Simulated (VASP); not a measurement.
# SiO2 (I4/mmm) in VASP: a series of runs, part 2 of 2

VASP 6.6.1. Earlier steps stand in the parts before.

## (4) Single point, LDA

Input file INCAR:

```
  ALGO = Normal
  EDIFF = 1E-7
  ENCUT = 520
  ISIF = 2
  ISMEAR = 0
  LASPH = T
  LCHARG = F
  LREAL = F
  LWAVE = F
  NBANDS = 44
  NELM = 80
  PREC = Accurate
  SIGMA = 0.02
```

Input file KPOINTS:

```
k-points
0
Gamma
  6 6 6
```

Input file POSCAR:

```
SiO2
1.0
   -4.4553296906      4.4553296906      2.6073622167
    4.4553296906     -4.4553296906      2.6073622167
    4.4553296906      4.4553296906     -2.6073622167
Si O
4 8
Direct
    0.1769371919      0.1769371919      0.3538743837
    0.8230628081      0.1769371919      0.0000000000
    0.1769371919      0.8230628081      0.0000000000
    0.8230628081      0.8230628081      0.6461256163
    0.5000000000      0.5000000000      0.5000000000
    0.0000000000      0.5000000000      0.0000000000
    0.5000000000      0.0000000000      0.0000000000
    0.0000000000      0.0000000000      0.5000000000
    0.0000000000      0.2089418893      0.2089418893
    0.7910581107      0.0000000000      0.7910581107
    0.2089418893      0.0000000000      0.2089418893
    0.0000000000      0.7910581107      0.7910581107
```

Potentials or basis: VASP PAW LDA potentials, release 64 (Si, O).

Launch:

```console
> cat potpaw_LDA.64/Si/POTCAR potpaw_LDA.64/O/POTCAR > POTCAR
> mpirun -np 1 vasp_std > vasp.out
```

OUTCAR:

```text
EDIFF = 1E-7
   ENCUT = 520
   ISIF = 2
   ISMEAR = 0
   LASPH = T
   LREAL = F
   NELM = 80
   PREC = Accurate

 ion  position               nearest neighbor table
   1  0.177  0.177  0.354-   5 1.60   8 1.60   9 1.60  11 1.60
   2  0.823  0.177  0.000-   6 1.60   7 1.60   9 1.60  10 1.60
   3  0.177  0.823  0.000-   6 1.60   7 1.60  11 1.60  12 1.60
   4  0.823  0.823  0.646-   5 1.60   8 1.60  10 1.60  12 1.60
   5  0.500  0.500  0.500-   1 1.60   4 1.60
   6  0.000  0.500  0.000-   2 1.60   3 1.60
   7  0.500  0.000  0.000-   2 1.60   3 1.60
   8  0.000  0.000  0.500-   1 1.60   4 1.60
[... 1358 lines left out ...]
 -----------------------------------------------------------------------------
  energy-cutoff  :      520.00
  volume of cell :      207.02
      direct lattice vectors                 reciprocal lattice vectors
    -4.455329691  4.455329691  2.607362217     0.000000000  0.112225140  0.191764687
     4.455329691 -4.455329691  2.607362217     0.112225140  0.000000000  0.191764687
     4.455329691  4.455329691 -2.607362217     0.112225140  0.112225140  0.000000000

 POSITION                                       TOTAL-FORCE (eV/Angst)
 -----------------------------------------------------------------------------------
      1.57663      1.57663      0.00000         0.021887      0.021887     -0.000000
     -2.87870      2.87870      2.60736         0.021887     -0.021887      0.000000
      2.87870     -2.87870      2.60736        -0.021887      0.021887      0.000000
      2.87870      2.87870      2.60736        -0.021887     -0.021887      0.000000
      2.22766      2.22766      1.30368        -0.000000     -0.000000     -0.000000
      2.22766     -2.22766      1.30368        -0.000000     -0.000000     -0.000000
     -2.22766      2.22766      1.30368        -0.000000     -0.000000     -0.000000
      2.22766      2.22766     -1.30368        -0.000000     -0.000000     -0.000000
      1.86181      0.00000      0.00000         0.003292     -0.000000     -0.000000
      0.00000      7.04885      0.00000        -0.000000     -0.003292      0.000000
      0.00000      1.86181      0.00000        -0.000000      0.003292     -0.000000
      7.04885      0.00000      0.00000        -0.003292     -0.000000      0.000000
 -----------------------------------------------------------------------------------
    total drift:                               -0.000000     -0.000000      0.000000

  FREE ENERGIE OF THE ION-ELECTRON SYSTEM (eV)
  ---------------------------------------------------
  free  energy   TOTEN  =      -103.6214630438 eV

  energy  without entropy=     -103.6214630438  energy(sigma->0) =     -103.62146304
```

OSZICAR:

```text
N       E                     dE             d eps       ncg     rms          rms(c)
DAV:   1     0.443440786401E+03    0.44344E+03   -0.31882E+04  2640   0.130E+03
DAV:   2    -0.770346063560E+02   -0.52048E+03   -0.49966E+03  3428   0.312E+02
DAV:   3    -0.117451842920E+03   -0.40417E+02   -0.40201E+02  3208   0.930E+01
DAV:   4    -0.118063881908E+03   -0.61204E+00   -0.61090E+00  3320   0.127E+01
DAV:   5    -0.118075959511E+03   -0.12078E-01   -0.12070E-01  3200   0.172E+00    0.310E+01
DAV:   6    -0.104072744278E+03    0.14003E+02   -0.54806E+01  2968   0.333E+01    0.152E+01
DAV:   7    -0.103789039474E+03    0.28370E+00   -0.15241E+00  3180   0.496E+00    0.530E+00
DAV:   8    -0.103641573689E+03    0.14747E+00   -0.87760E-02  3236   0.169E+00    0.200E+00
DAV:   9    -0.103615524233E+03    0.26049E-01   -0.39716E-02  3320   0.110E+00    0.363E-01
DAV:  10    -0.103620898766E+03   -0.53745E-02   -0.55488E-03  2856   0.335E-01    0.139E-01
DAV:  11    -0.103621381799E+03   -0.48303E-03   -0.25428E-03  3132   0.261E-01    0.524E-02
DAV:  12    -0.103621430875E+03   -0.49075E-04   -0.15409E-04  2964   0.647E-02    0.331E-02
DAV:  13    -0.103621456780E+03   -0.25906E-04   -0.20218E-05  3024   0.234E-02    0.121E-02
DAV:  14    -0.103621462864E+03   -0.60832E-05   -0.53488E-06  2968   0.110E-02    0.358E-03
DAV:  15    -0.103621462988E+03   -0.12425E-06   -0.62295E-07  3180   0.479E-03    0.233E-03
DAV:  16    -0.103621463044E+03   -0.55804E-07   -0.26135E-07  2124   0.249E-03
   1 F= -.10362146E+03 E0= -.10362146E+03  d E =-.609351E-37
```

stdout:

```text
POSCAR found type information on POSCAR SiO
 POSCAR found :  2 types and      12 ions
 scaLAPACK will be used
 LDA part: xc-table for (Slater(with rela. corr.)+CA(PZ))
 , standard interpolation
 POSCAR, INCAR and KPOINTS ok, starting setup
 FFT: planning ... GRIDC
 FFT: planning ... GRID_SOFT
 FFT: planning ... GRID
 WAVECAR not read
 entering main loop
```

Run time: 10 min. Hardware: 1 thread of Intel Xeon 8259CL, shared host; peak memory 0.41 GiB.

Results:

```
Free energy            : -103.6215 eV
Pressure               : 0.4 GPa
Largest force          : 0.031 eV/Å
Band gap on the k mesh : 5.34 eV
```

Forces in eV/Å, atoms in the order of the input:
```
Si   0.022  0.022  0.000
Si   0.022 -0.022  0.000
Si  -0.022  0.022  0.000
Si  -0.022 -0.022  0.000
O    0.000  0.000  0.000
O    0.000  0.000  0.000
O    0.000  0.000  0.000
O    0.000  0.000  0.000
O    0.003  0.000  0.000
O    0.000 -0.003  0.000
O    0.000  0.003  0.000
O   -0.003  0.000  0.000
```

A k mesh can miss the band edges.

## (5) Single point, LDA

This run uses another cell than the first one, of 17.38 Å³/atom.

Input file INCAR:

```
ALGO     = Normal         # electronic algorithm
EDIFF    = 1E-7           # SCF threshold, eV
ENCUT    = 520            # plane-wave cutoff, eV
GGA      = CA             # functional
ISIF     = 2              # what is computed and relaxed
ISMEAR   = 0              # smearing method
LASPH    = T              # aspherical terms in the spheres
LCHARG   = F              # write CHGCAR
LREAL    = F              # projectors in reciprocal space
LWAVE    = F              # write WAVECAR
NBANDS   = 44             # bands
NELM     = 80             # most SCF steps
PREC     = Accurate       # precision mode
SIGMA    = 0.02           # smearing width, eV
```

KPOINTS is that of step 4.

Input file POSCAR:

```
SiO2
1.0
   -4.4684127567      4.4684127567      2.6112619261
    4.4684127567     -4.4684127567      2.6112619261
    4.4684127567      4.4684127567     -2.6112619261
Si O
4 8
Direct
    0.1768588344      0.1768588344      0.3537176688
    0.8231411656      0.1768588344      0.0000000000
    0.1768588344      0.8231411656      0.0000000000
    0.8231411656      0.8231411656      0.6462823312
    0.5000000000      0.5000000000      0.5000000000
    0.0000000000      0.5000000000      0.0000000000
    0.5000000000      0.0000000000      0.0000000000
    0.0000000000      0.0000000000      0.5000000000
    0.0000000000      0.2084065224      0.2084065224
    0.7915934776      0.0000000000      0.7915934776
    0.2084065224      0.0000000000      0.2084065224
    0.0000000000      0.7915934776      0.7915934776
```

Launch:

```console
> cat potpaw_LDA.64/Si/POTCAR potpaw_LDA.64/O/POTCAR > POTCAR
> mpirun -np 1 vasp_std > vasp.out
```

Wall time 11 min (1 thread of Intel Xeon 8259CL, shared host); peak memory 0.41 GiB.

Results (log left out):

| Property | Result |
| --- | --- |
| Free energy | -103.6224 eV |
| Pressure | -0.6 GPa |
| Largest force | 0.026 eV/Å |
| Band gap on the k mesh | 5.33 eV (least direct gap 5.33 eV) |

Forces on the atoms (eV/Å):
```
Si   0.019  0.019  0.000
Si   0.019 -0.019  0.000
Si  -0.019  0.019  0.000
Si  -0.019 -0.019  0.000
O    0.000  0.000  0.000
O    0.000  0.000  0.000
O    0.000  0.000  0.000
O    0.000  0.000  0.000
O    0.001  0.000  0.000
O    0.000 -0.001  0.000
O    0.000  0.001  0.000
O   -0.001  0.000  0.000
```

Levels at points of the mesh, in eV from the valence-band top:
```csv
k point,band 28,band 29,band 30,band 31,band 32,band 33,band 34,band 35,band 36,band 37
"(0.00, 0.00, 0.00)",-1.38,-0.84,-0.68,-0.01,-0.01,5.33,8.20,8.40,8.81,8.99
"(0.50, 0.00, 0.00)",-1.16,-1.13,-0.79,-0.60,-0.24,7.57,7.58,8.53,8.81,9.16
"(0.50, 0.50, 0.00)",-0.77,-0.46,-0.38,-0.38,-0.24,6.44,6.86,8.50,8.70,9.40
"(0.50, 0.50, 0.50)",-1.03,-1.03,-0.17,0.00,0.00,7.44,7.54,7.54,7.95,8.47
```

## (6) Single point, LDA (16.73 Å³/atom)

This run uses another cell than the first one, of 16.73 Å³/atom.

Input file INCAR:

```
PREC = Accurate ; ENCUT = 520
EDIFF = 1E-7 ; ISMEAR = 0
SIGMA = 0.02 ; LREAL = F
LASPH = T ; NELM = 80
ALGO = Normal ; ISIF = 2
LWAVE = F ; LCHARG = F
NBANDS = 44
```

Input file KPOINTS:

```
Automatic mesh
0
Gamma
  6 6 6
```

Input file POSCAR:

```
SiO2
1.0
   -4.3987325995      4.3987325995      2.5946433666
    4.3987325995     -4.3987325995      2.5946433666
    4.3987325995      4.3987325995     -2.5946433666
Si O
4 8
Direct
    0.1773739738      0.1773739738      0.3547479476
    0.8226260262      0.1773739738      0.0000000000
    0.1773739738      0.8226260262      0.0000000000
    0.8226260262      0.8226260262      0.6452520524
    0.5000000000      0.5000000000      0.5000000000
    0.0000000000      0.5000000000      0.0000000000
    0.5000000000      0.0000000000      0.0000000000
    0.0000000000      0.0000000000      0.5000000000
    0.0000000000      0.2115527671      0.2115527671
    0.7884472329      0.0000000000      0.7884472329
    0.2115527671      0.0000000000      0.2115527671
    0.0000000000      0.7884472329      0.7884472329
```

Potentials or basis: VASP PAW LDA potentials, release 64 (Si, O).

Launch:

```console
> cat potpaw_LDA.64/Si/POTCAR potpaw_LDA.64/O/POTCAR > POTCAR
> mpirun -np 1 vasp_std > vasp.out
```

Wall time 8.1 min (1 thread of Intel Xeon 8259CL, shared host); peak memory 0.38 GiB.

Results (log left out):

```
Free energy            : -103.5158 eV
Pressure               : 4.8 GPa
Largest force          : 0.035 eV/Å
Band gap on the k mesh : 5.36 eV
```

Forces on the atoms (eV/Å):
```
Si   0.024  0.024  0.000
Si   0.024 -0.024  0.000
Si  -0.024  0.024  0.000
Si  -0.024 -0.024  0.000
O    0.000  0.000  0.000
O    0.000  0.000  0.000
O    0.000  0.000  0.000
O    0.000  0.000  0.000
O    0.003  0.000  0.000
O    0.000 -0.003  0.000
O    0.000  0.003  0.000
O   -0.003  0.000  0.000
```

Levels at points of the mesh, in eV from the valence-band top:
```
           k point  band 28  band 29  band 30  band 31  band 32  band 33  band 34  band 35  band 36  band 37
(0.00, 0.00, 0.00)    -1.47    -0.97    -0.78    -0.04     0.00     5.36     8.28     8.58     9.10     9.32
(0.50, 0.00, 0.00)    -1.23    -1.18    -0.81    -0.62    -0.32     7.56     7.69     8.58     9.13     9.28
(0.50, 0.50, 0.00)    -0.80    -0.50    -0.47    -0.45    -0.31     6.47     6.94     8.70     8.92     9.56
(0.50, 0.50, 0.50)    -1.12    -1.12    -0.25    -0.02    -0.02     7.41     7.77     7.77     8.01     8.62
```

Caveat: the cell stands under pressure. A k mesh can miss the band edges.

## (7) Overview

| cell | smearing | gap on the mesh (eV) | pressure (GPa) | largest force (eV/Å) |
| --- | --- | --- | --- | --- |
| a = 6.819 Å, angles 98.4, 98.4, 135.0°, 12 atoms, atomic positions A | gaussian 0.02 eV | 5.34 | 0.4 | 0.03 |
| a = 6.819 Å, angles 98.4, 98.4, 135.0°, 12 atoms, atomic positions A | gaussian 0.05 eV | 5.34 | 0.4 | 0.03 |
| a = 6.838 Å, angles 98.4, 98.4, 135.1°, 12 atoms, atomic positions A | gaussian 0.02 eV | 5.33 | -0.6 | 0.03 |
| a = 6.740 Å, angles 98.5, 98.5, 134.7°, 12 atoms, atomic positions B | gaussian 0.02 eV | 5.36 | 4.8 | 0.03 |

Alike in all rows: task single point; level LDA; potentials or basis VASP PAW LDA potentials, release 64 (Si, O); no spin polarisation; k mesh 6 × 6 × 6; cutoff (eV) 520.

Caveats: the cell stands under pressure (at least some runs).

Total energies depend on the potentials used, so only differences within one code and one set of settings carry meaning.
